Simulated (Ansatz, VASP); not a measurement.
**SrVO3: VASP beside Ansatz**

The input POSCAR:

```
SrVO3
1.0
    3.9162308896      0.0000000000      0.0000000000
    0.0000000000      3.9162308896      0.0000000000
    0.0000000000      0.0000000000      3.9162308896
Sr V O
1 1 3
Direct
    0.5000000000      0.5000000000      0.5000000000
    0.0000000000      0.0000000000      0.0000000000
    0.5000000000      0.0000000000      0.0000000000
    0.0000000000      0.5000000000      0.0000000000
    0.0000000000      0.0000000000      0.5000000000
```

File INCAR.step1:

```
SYSTEM = SrVO3
PREC = Accurate ; ENCUT = 520
ISMEAR = 0 ; SIGMA = 0.1
LREAL = .False. ; LASPH = .True.
NELM = 150 ; ISPIN = 2
MAGMOM = 0 0.9 0 0 0 ; LMAXMIX = 4
NBANDS = 32 ; GGA = PE
ALGO = Normal ; EDIFF = 1E-4
LWAVE = .True. ; LCHARG = .False.
```

File INCAR.step2:

```
SYSTEM = SrVO3
PREC = Accurate ; ENCUT = 520
EDIFF = 1E-7 ; ISMEAR = 0
SIGMA = 0.1 ; LREAL = .False.
LASPH = .True. ; NELM = 150
ALGO = Normal ; ISIF = 2
LWAVE = .False. ; LCHARG = .False.
ISPIN = 2 ; MAGMOM = 0 0.9 0 0 0
LORBIT = 11 ; LMAXMIX = 4
METAGGA = R2SCAN ; LMIXTAU = .True.
NBANDS = 32 ; ISTART = 1
```

KPOINTS

```
Automatic mesh
0
Gamma
  10 10 10
  0 0 0
```

Input for Ansatz:

```yaml
crystal:
  lattice:
    - [3.9162308896, 0.0, 0.0]
    - [0.0, 3.9162308896, 0.0]
    - [0.0, 0.0, 3.9162308896]
  atoms:
    - { symbol: Sr, position: [0.5, 0.5, 0.5] }
    - { symbol: V, position: [0.0, 0.0, 0.0], spin: 0.9 }
    - { symbol: O, position: [0.5, 0.0, 0.0] }
    - { symbol: O, position: [0.0, 0.5, 0.0] }
    - { symbol: O, position: [0.0, 0.0, 0.5] }
basis:
  ecutwfc: 500
kpoints:
  mp_grid: { grid: [10, 10, 10] }
hamiltonian:
  xc: r2scan
scf:
  occupations: { method: gaussian, width: 0.1 }
output:
  forces: true
  stress: true
  eigenvalues: true
  populations: true
  write_density: true
  write_potential: true
  elf: true
  volumetric_format: npy
magnetization:
  spin_polarized: true
```

Alike in both runs: task single point; functional r2SCAN; k mesh 10 × 10 × 10; occupations gaussian, width 0.1 eV; collinear spin.

|  | VASP | Ansatz |
| --- | --- | --- |
| version | VASP 6.6.1 | Ansatz 0.2.0 |
| potentials or method | VASP PAW PBE potentials, release 64 (Sr_sv, V_sv, O), cutoff 520 eV | scalar-relativistic, plane waves, PAW |
| valence electrons in the cell | 41 | 41 |

```tsv
	VASP	Ansatz	Ansatz less VASP
gap on the k mesh at the Fermi level (eV)	none	none	-
pressure (GPa)	-9.3	-10.1	-0.74
net moment per atom (μB)	0.20	0.20	0.000
size of the moment on the site where the two differ most (μB)	1.05	0.86	-0.189
```

VASP's potentials were made for PBE, not for r2SCAN. Site moments also hang on the region over which each program counts them. A gap of «none» marks a metal or a gap that the smearing closes. With one functional, cell and mesh, what is left measures potentials, basis and numerics. Ansatz's warnings: stability check not made.
